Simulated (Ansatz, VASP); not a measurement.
## Two plane-wave programs on CdTe

Contents of INCAR:

```
SYSTEM = CdTe
ALGO = Normal ; EDIFF = 1E-7
ENCUT = 520 ; GGA = PE
ISIF = 2 ; ISMEAR = 0
LASPH = .TRUE. ; LCHARG = .TRUE.
LELF = .TRUE. ; LREAL = .FALSE.
LVHAR = .TRUE. ; LWAVE = .FALSE.
NBANDS = 16 ; NELM = 100
PREC = Accurate ; SIGMA = 0.02
```

The input KPOINTS:

```
k-points
0
G
  8 8 8
  0 0 0
```

File POSCAR:

```
CdTe
1.0
    0.0000000000      3.1714757000      3.1714757000
    3.1714757000      0.0000000000      3.1714757000
    3.1714757000      3.1714757000      0.0000000000
Cd Te
1 1
Direct
    0.0000000000      0.0000000000      0.0000000000
    0.7500000000      0.7500000000      0.7500000000
```

Input for Ansatz:

```yaml
crystal:
  lattice:
    - [0.0, 3.1714757, 3.1714757]
    - [3.1714757, 0.0, 3.1714757]
    - [3.1714757, 3.1714757, 0.0]
  atoms:
    - { symbol: Cd, position: [0.0, 0.0, 0.0] }
    - { symbol: Te, position: [0.75, 0.75, 0.75] }
basis:
  ecutwfc: 420
kpoints:
  mp_grid: { grid: [8, 8, 8] }
hamiltonian:
  xc: pbe
scf:
  occupations: { method: gaussian, width: 0.02 }
output:
  forces: true
  stress: true
  eigenvalues: true
```

Alike in both runs: task single point; functional PBE; k mesh 8 × 8 × 8; occupations gaussian, width 0.02 eV; no spin polarisation.

|  | VASP | Ansatz |
| --- | --- | --- |
| version | VASP 6.6.1 | Ansatz 0.2.0 |
| potentials or method | VASP PAW PBE potentials, release 64 (Cd, Te), cutoff 520 eV | scalar-relativistic, plane waves, PAW |
| valence electrons in the cell | 18 | 36 |

VASP gave:

| Quantity | Value |
| --- | --- |
| gap on the k mesh at the Fermi level (eV) | 0.97 |
| least direct gap on the mesh (eV) | 0.97 |
| pressure (GPa) | 6.2 |

Question: What did Ansatz give for the same quantities?

Answer: gap on the k mesh at the Fermi level (eV): 0.97; least direct gap on the mesh (eV): 0.97; pressure (GPa): 6.1.

VASP's potentials hold 18 valence electrons a cell and Ansatz's 36, so a difference there can come from the potentials and not from the codes.

Neither program's run includes spin-orbit coupling.
